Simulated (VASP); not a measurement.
MnO2:

```xyz
3
Lattice="2.8768 0.0000 0.0000 -1.4384 2.4914 0.0000 0.0000 0.0000 5.4465" Properties=species:S:1:pos:R:3 pbc="T T T"
Mn    0.0000    0.0000    0.0000
O     0.0000    1.6609    0.9551
O     1.4384    0.8305    4.4913
```

Base run:

```yaml
Program: VASP 6.6.1
Functional: revPBE
Potentials_or_basis: VASP PAW PBE potentials, release 64 (Mn_pv, O)
Cutoff: 520 eV
k_mesh: 14 × 14 × 6
Occupations: gaussian, width 0.05 eV
Spin: collinear spin, ferromagnetic start
Starting_moments: "[3.0, 0.0, 0.0] μB"
```

Its results: band gap on the k mesh 1.08 eV, indirect (least direct gap 1.14 eV); pressure 3.8 GPa; net moment 3.00 μB per cell; site moments Mn +2.87; O +0.03 μB; largest force 0.304 eV/Å.

**Question.** The run is repeated on the same cell with these changes: functional from revPBE to PBE. What comes out?

**Answer.** Band gap on the k mesh 0.99 eV, indirect (least direct gap 1.05 eV); pressure 0.8 GPa; net moment 3.00 μB per cell; site moments Mn +2.85; O +0.04 μB; largest force 0.086 eV/Å.

PBE binds more tightly than revPBE, so the same cell stands under less pressure.

Caveats: a cell with one magnetic atom can't hold antiferromagnetic order, which such compounds often take; the PAW data sets were made with another functional, which shifts forces and pressure a little (some runs).

A k mesh can miss the band edges.
